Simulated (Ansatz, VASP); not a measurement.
# Two plane-wave programs on AlGeSbH2

```
CELL_PARAMETERS angstrom
3.84344 0.00000 0.00000
0.00000 3.84344 0.00000
0.00000 0.00000 6.16758
ATOMIC_POSITIONS crystal
Al 0.00000 0.00000 0.50000
Ge 0.50000 0.50000 0.00000
Sb 0.00000 0.00000 0.00000
H 0.50000 0.00000 0.50000
H 0.00000 0.50000 0.50000
```

Alike in both runs: functional PBE; k mesh 3 × 3 × 2; occupations gaussian, width 0.15 eV; no spin polarisation.

Ansatz relaxed the structure, and its values are those at the end. VASP's run is a single point on that final structure, the one shown.

```csv
,VASP,Ansatz
version,VASP 6.6.1,Ansatz 0.2.0
potentials or method,"VASP PAW PBE potentials, release 64 (Al, Ge_d, Sb, H), cutoff 500 eV","scalar-relativistic, plane waves, PAW"
valence electrons in the cell,24,34
```

Ansatz gave:

- gap on the k mesh at the Fermi level (eV): none
- pressure (GPa): -0.2

Q: Estimate VASP's values.

A: gap on the k mesh at the Fermi level (eV): none; pressure (GPa): -0.1.

A gap of «none» marks a metal or a gap that the smearing closes. VASP's potentials hold 24 valence electrons a cell and Ansatz's 34, so a difference there can come from the potentials and not from the codes.

The k mesh is coarse, so the values compare programs but aren't converged. Spin-orbit coupling is off throughout.
